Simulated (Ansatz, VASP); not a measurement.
# Cu in VASP and in Ansatz

```xyz
1
Lattice="-1.4428 1.4428 1.3761 1.4428 -1.4428 1.3761 1.4428 1.4428 -1.3761" Properties=species:S:1:pos:R:3 pbc="T T T"
Cu    0.0000    0.0000    0.0000
```

Alike in both runs: task single point; functional PBE; k mesh 20 × 20 × 20; occupations gaussian, width 0.05 eV; no spin polarisation.

|  | VASP | Ansatz |
| --- | --- | --- |
| version | VASP 6.6.1 | Ansatz 0.2.0 |
| potentials or method | VASP PAW PBE potentials, release 64 (Cu), cutoff 520 eV | scalar-relativistic, plane waves, PAW |
| valence electrons in the cell | 11 | 19 |

VASP gave:

| Item | Value |
| --- | --- |
| gap on the k mesh at the Fermi level (eV) | none |
| pressure (GPa) | 7.8 |
| traceless stress, the component that is largest in VASP (GPa) | -0.37 |

Which values does Ansatz return?

gap on the k mesh at the Fermi level (eV): none; pressure (GPa): 7.3; traceless stress, the component that is largest in VASP (GPa): -0.38.

A gap of «none» marks a metal or a gap that the smearing closes. VASP's potentials hold 11 valence electrons a cell and Ansatz's 19, so a difference there can come from the potentials and not from the codes.
